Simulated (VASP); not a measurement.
# TiRh3 in VASP: a series of runs

TiRh3 is run at these levels: LDA; tasks: single point.

Program: VASP 6.6.1. These are calculated values, not measurements. Logs are shortened: lines on timing, memory, paths and dates and some standing lists are left out, and cuts for length are marked.

## (1) The cell of the first run

The structure is tetragonal, space group P4/mmm (No. 123). The conventional cell has a = 3.860 Å, b = 3.860 Å, c = 3.822 Å, α = 90.00°, β = 90.00°, γ = 90.00°. Within 3.6 Å of Ti (site symmetry 4/mmm) lie 12 Rh at 2.72 to 2.73 Å. Within 3.6 Å of Rh (site symmetry mmm) lie 4 Ti at 2.72 Å and 8 Rh at 2.72 to 2.73 Å. Rh (site symmetry 4/mmm) has 8 Rh at 2.72 Å and 4 Ti at 2.73 Å within 3.6 Å.

## (2) Single point, LDA (equal xx and yy strain of +1 %)

File INCAR:

```
PREC = Accurate
ENCUT = 520
EDIFF = 1E-6
ISMEAR = -1
SIGMA = 0.03
LREAL = F
LASPH = T
NELM = 80
ALGO = Normal
ISIF = 2
LWAVE = F
LCHARG = F
GGA = CA
NBANDS = 36
```

File KPOINTS:

```
Automatic mesh
0
Gamma
  10 10 10
```

File POSCAR:

```
TiRh3
1.0
    3.8602200000      0.0000000000      0.0000000000
    0.0000000000      3.8602200000      0.0000000000
    0.0000000000      0.0000000000      3.8220000000
Ti Rh
1 3
Direct
    0.0000000000      0.0000000000      0.0000000000
    0.0000000000      0.5000000000      0.5000000000
    0.5000000000      0.0000000000      0.5000000000
    0.5000000000      0.5000000000      0.0000000000
```

Potentials or basis: VASP PAW LDA potentials, release 64 (Ti_sv, Rh_pv).

The run is started by

```
> cat potpaw_LDA.64/Ti_sv/POTCAR potpaw_LDA.64/Rh_pv/POTCAR > POTCAR
> mpirun -np 1 vasp_std > vasp.out
```

OUTCAR:

```text
PREC = Accurate
   ENCUT = 520
   EDIFF = 1E-6
   ISMEAR = -1
   LREAL = F
   LASPH = T
   NELM = 80
   ISIF = 2
   GGA = CA

 ion  position               nearest neighbor table
   1  0.000  0.000  0.000-   2 2.72   3 2.72   2 2.72   3 2.72   2 2.72   2 2.72   3 2.72   3 2.72
                             4 2.73   4 2.73   4 2.73   4 2.73
   2  0.000  0.500  0.500-   1 2.72   4 2.72   1 2.72   4 2.72   1 2.72   1 2.72   4 2.72   4 2.72
                             3 2.73   3 2.73   3 2.73   3 2.73
   3  0.500  0.000  0.500-   1 2.72   4 2.72   1 2.72   4 2.72   4 2.72   4 2.72   1 2.72   1 2.72
                             2 2.73   2 2.73   2 2.73   2 2.73
   4  0.500  0.500  0.000-   2 2.72   3 2.72   2 2.72   3 2.72   3 2.72   3 2.72   2 2.72   2 2.72
                             1 2.73   1 2.73   1 2.73   1 2.73

  LATTYP: Found a simple tetragonal cell.
 ALAT       =     3.8602200000
 C/A-ratio  =     0.9900990099

  Lattice vectors:

 A1 = (   3.8602200000,   0.0000000000,   0.0000000000)
 A2 = (   0.0000000000,   3.8602200000,   0.0000000000)
 A3 = (   0.0000000000,   0.0000000000,   3.8220000000)

Analysis of symmetry for initial positions (statically):
=====================================================================
 Subroutine PRICEL returns:
 Original cell was already a primitive cell.

 Routine SETGRP: Setting up the symmetry group for a
 simple tetragonal supercell.

 Subroutine GETGRP returns: Found 16 space group operations
 (whereof 16 operations were pure point group operations)
 out of a pool of 16 trial point group operations.

The static configuration has the point symmetry D_4h.

Analysis of symmetry for dynamics (positions and initial velocities):
=====================================================================
 Subroutine PRICEL returns:
 Original cell was already a primitive cell.

 Routine SETGRP: Setting up the symmetry group for a
 simple tetragonal supercell.

 Subroutine GETGRP returns: Found 16 space group operations
 (whereof 16 operations were pure point group operations)
 out of a pool of 16 trial point group operations.

The dynamic configuration has the point symmetry D_4h.

 Subroutine INISYM returns: Found 16 space group operations
 (whereof 16 operations are pure point group operations),
 and found     1 'primitive' translations

----------------------------------------------------------------------------------------

                                     Primitive cell

  volume of cell :      56.9528

  direct lattice vectors                    reciprocal lattice vectors
     3.860220000  0.000000000  0.000000000     0.259052593  0.000000000  0.000000000
     0.000000000  3.860220000  0.000000000     0.000000000  0.259052593  0.000000000
     0.000000000  0.000000000  3.822000000     0.000000000  0.000000000  0.261643119

  length of vectors
     3.860220000  3.860220000  3.822000000     0.259052593  0.259052593  0.261643119

  position of ions in fractional coordinates (direct lattice)
     0.000000000  0.000000000  0.000000000
     0.000000000  0.500000000  0.500000000
     0.500000000  0.000000000  0.500000000
     0.500000000  0.500000000  0.000000000

  ion indices of the primitive-cell ions
   primitive index   ion index
                 1           1
                 2           2
                 3           3
                 4           4

----------------------------------------------------------------------------------------

 KPOINTS: Automatic mesh

Automatic generation of k-mesh.
 Grid dimensions read from file:
 generate k-points for:   10   10   10

 Generating k-lattice:

  Cartesian coordinates                     Fractional coordinates (reciprocal lattice)
     0.025905259  0.000000000  0.000000000     0.100000000  0.000000000  0.000000000
     0.000000000  0.025905259  0.000000000     0.000000000  0.100000000  0.000000000
     0.000000000  0.000000000  0.026164312     0.000000000  0.000000000  0.100000000

  Length of vectors
     0.025905259  0.025905259  0.026164312

  Shift w.r.t. Gamma in fractional coordinates (k-lattice)
     0.000000000  0.000000000  0.000000000

 Subroutine IBZKPT returns following result:
 ===========================================

 Found    126 irreducible k-points:

 Following reciprocal coordinates:
            Coordinates               Weight
  0.000000  0.000000  0.000000      1.000000
  0.100000  0.000000  0.000000      4.000000
  0.200000  0.000000  0.000000      4.000000
  0.300000  0.000000  0.000000      4.000000
  0.400000  0.000000  0.000000      4.000000
  0.500000  0.000000  0.000000      2.000000
[... 16 lines left out ...]
  0.100000  0.000000  0.100000      8.000000
  0.200000  0.000000  0.100000      8.000000
 [... further k-points ...]
   k-points           NKPTS =    126   k-points in BZ     NKDIM =    126   number of bands    NBANDS=     36
   number of dos      NEDOS =    301   number of ions     NIONS =      4
   total plane-waves  NPLWV =  25200
   dimension x,y,z NGX =    30 NGY =   30 NGZ =   28
   dimension x,y,z NGXF=    60 NGYF=   60 NGZF=   56
   ions per type =               1   3
   NGX,Y,Z   is equivalent  to a cutoff of  12.92, 12.92, 12.18 a.u.
   NGXF,Y,Z  is equivalent  to a cutoff of  25.84, 25.84, 24.36 a.u.
 SYSTEM =  unknown system
   PREC   = accura    normal or accurate (medium, high low for compatibility)
   ISTART =      0    job   : 0-new  1-cont  2-samecut
   ICHARG =      2    charge: 1-file 2-atom 10-const
   ISPIN  =      1    spin polarized calculation?
   LNONCOLLINEAR =      F non collinear calculations
   LSORBIT =      F    spin-orbit coupling
   LASPH  =      T    aspherical Exc in radial PAW
   ENCUT  =  520.0 eV  38.22 Ry    6.18 a.u.   7.18  7.18  7.11*2*pi/ulx,y,z
   NELM   =     80;   NELMIN=  2; NELMDL= -5     # of ELM steps
   EDIFF  = 0.1E-05   stopping-criterion for ELM
   LREAL  =      F    real-space projection
   EDIFFG = 0.1E-04   stopping-criterion for IOM
   NSW    =      0    number of steps for IOM
   IBRION =     -1    ionic relax: 0-MD 1-quasi-New 2-CG
   NFREE  =      0    steps in history (QN), initial steepest desc. (CG)
   ISIF   =      2    stress and relaxation
   ISYM   =      2    0-nonsym 1-usesym 2-fastsym
   POTIM  = 0.5000    time-step for ionic-motion
   TEBEG  =    0.0;   TEEND  =   0.0 temperature during run
   PSTRESS=    0.0 pullay stress
   NELECT =      57.0000    total number of electrons
   NUPDOWN=      -1.0000    fix difference up-down
   EMIN   =  10.00;   EMAX   =-10.00  energy-range for DOS
   EFERMI =   0.00;   METHOD = LEGACY
   ISMEAR =    -1;   SIGMA  =   0.03  broadening in eV -4-tet -1-fermi 0-gaus
   EFERMI_NEDOS =   21; number of points for ismear=-14 and -15
   IALGO  =     38    algorithm
   IMIX   =      4    mixing-type and parameters
     AMIX     =   0.40;   BMIX     =  1.00
     AMIX_MAG =   1.60;   BMIX_MAG =  1.00
  volume/ion in A,a.u.               =      14.24        96.08
  Fermi-wavevector in a.u.,A,eV,Ry     =   1.637551  3.094523 36.485022  2.681573
  Thomas-Fermi vector in A             =   2.728672
   LORBIT       =      0    0 simple, 1 ext, 2 COOP (PROOUT), +10 PAW based schemes
   GGA     = CA    functional components
   LHFCALC =     F    Hartree Fock is set to
   AEXX    =    0.0000 exact exchange contribution
   IVDW    =     0    specifies the selected vdW correction
   LEPSILON=     F    determine dielectric tensor
   LRPA    =     F    only Hartree local field effects (RPA)
 non-spin polarized calculation
  energy-cutoff  :      520.00
  volume of cell :       56.95
 maximum number of plane-waves:      1552
 NGX is ok and might be reduce to    30
   NGX = 15   NGY = 15   NGZ = 15

 number of electron      57.0000043 magnetization

 Free energy of the ion-electron system (eV)
  ---------------------------------------------------
  ext. energy  EPLUGINS =         0.00000000
  ---------------------------------------------------
  free energy    TOTEN  =       -37.06902888 eV

  energy without entropy =      -37.05702353  energy(sigma->0) =      -37.06302620

 E-fermi :  10.6715     XC(G=0): -13.7900

 val. band max:       10.6658639607   @ k =   0.1000   0.0000   0.3000
 cond. band min:      10.6716963478   @ k =   0.2000   0.0000   0.4000
 fundamental gap:      0.0058323871
 Fermi energy:        10.6714685924

 k-point     1 :       0.0000    0.0000    0.0000
  band No.  band energies     occupation
      1     -45.6027      2.00000
      2     -35.5672      2.00000
      3     -35.5672      2.00000
      4     -35.5663      2.00000
      5     -35.3001      2.00000
      6     -35.2948      2.00000
[... 28 lines left out ...]
     35      14.1740      0.00000
     36      14.1740      0.00000

 k-point     2 :       0.1000    0.0000    0.0000
  band No.  band energies     occupation
      1     -45.6028      2.00000
      2     -35.5610      2.00000
      3     -35.5600      2.00000
      4     -35.5568      2.00000
      5     -35.3019      2.00000
      6     -35.2971      2.00000
[... 28 lines left out ...]
     35      13.9282      0.00000
     36      15.0856      0.00000

 k-point     3 :       0.2000    0.0000    0.0000
  band No.  band energies     occupation
      1     -45.6030      2.00000
      2     -35.5437      2.00000
      3     -35.5422      2.00000
      4     -35.5264      2.00000
      5     -35.3077      2.00000
      6     -35.3043      2.00000
[... 28 lines left out ...]
     35      13.9187      0.00000
     36      16.3439      0.00000
[... 742 lines left out ...]
 k-point    23 :       0.1000    0.0000    0.1000
  band No.  band energies     occupation
      1     -45.6029      2.00000
      2     -35.5629      2.00000
      3     -35.5545      2.00000
      4     -35.5380      2.00000
      5     -35.3099      2.00000
      6     -35.2984      2.00000
[... 28 lines left out ...]
     35      14.5015      0.00000
     36      14.9781      0.00000

 k-point    24 :       0.2000    0.0000    0.1000
  band No.  band energies     occupation
      1     -45.6030      2.00000
      2     -35.5518      2.00000
      3     -35.5370      2.00000
      4     -35.5041      2.00000
      5     -35.3241      2.00000
      6     -35.3050      2.00000
[... 28 lines left out ...]
     35      13.8273      0.00000
     36      16.0248      0.00000

 [... further k-points ...]

------------------------ aborting loop because EDIFF is reached ----------------------------------------

  FORCE on cell =-STRESS in cart. coord.  units (eV):
  Direction    XX          YY          ZZ          XY          YZ          ZX
  --------------------------------------------------------------------------------------
  -------------------------------------------------------------------------------------
  Total       -5.1547416     -5.1547416     -4.5330607      0.0000000      0.0000000      0.0000000
  in kB     -145.0115812   -145.0115812   -127.5226476      0.0000000      0.0000000      0.0000000
  external PRESSURE =    -139.1819367 kB  Pullay stress =       0.0000000 kB

 VOLUME and BASIS-vectors are now :
 -----------------------------------------------------------------------------
  energy-cutoff  :      520.00
  volume of cell :       56.95
      direct lattice vectors                 reciprocal lattice vectors
     3.860220000  0.000000000  0.000000000     0.259052593  0.000000000  0.000000000
     0.000000000  3.860220000  0.000000000     0.000000000  0.259052593  0.000000000
     0.000000000  0.000000000  3.822000000     0.000000000  0.000000000  0.261643119

 POSITION                                       TOTAL-FORCE (eV/Angst)
 -----------------------------------------------------------------------------------
      0.00000      0.00000      0.00000         0.000000      0.000000      0.000000
      0.00000      1.93011      1.91100         0.000000      0.000000      0.000000
      1.93011      0.00000      1.91100         0.000000      0.000000      0.000000
      1.93011      1.93011      0.00000         0.000000      0.000000      0.000000
 -----------------------------------------------------------------------------------
    total drift:                                0.000000      0.000000     -0.000000

  FREE ENERGIE OF THE ION-ELECTRON SYSTEM (eV)
  ---------------------------------------------------
  free  energy   TOTEN  =       -37.0690288758 eV

  energy  without entropy=      -37.0570235329  energy(sigma->0) =      -37.06302620
```

Wall time 5.2 min (1 thread of Intel Xeon 8259CL, shared host); peak memory 0.31 GiB.

What came out:

```yaml
Free_energy: -37.0690 eV
Pressure: -13.9 GPa
Band_gap_on_the_k_mesh: zero (an odd number of electrons rules out a gap without spin polarisation)
```

Levels at points of the mesh, in eV from the Fermi level:
```tsv
k point	band 25	band 26	band 27	band 28	band 29	band 30	band 31	band 32	band 33	band 34
(0.00, 0.00, 0.00)	-0.12	0.82	1.22	1.30	1.30	2.59	2.61	3.21	3.26	3.26
(0.50, 0.00, 0.00)	-1.21	-1.05	-1.03	-0.87	0.13	1.06	1.07	1.30	1.67	1.97
(0.50, 0.50, 0.00)	-1.55	-1.47	-1.47	-1.09	-0.75	-0.73	1.42	1.42	1.53	3.23
(0.00, 0.00, 0.50)	-1.13	-1.09	-1.09	-0.85	0.07	1.03	1.03	1.23	1.72	1.92
(0.50, 0.00, 0.50)	-1.54	-1.44	-1.43	-1.08	-0.71	-0.69	1.43	1.45	1.56	3.31
(0.50, 0.50, 0.50)	-1.44	0.85	0.85	0.89	1.04	1.12	1.12	1.12	2.47	2.47
```

Caveat: the cell differs from its parent crystal (equal xx and yy strain of +1 %); the cell stands under tension.

(Part 1 of 2 ends here.)
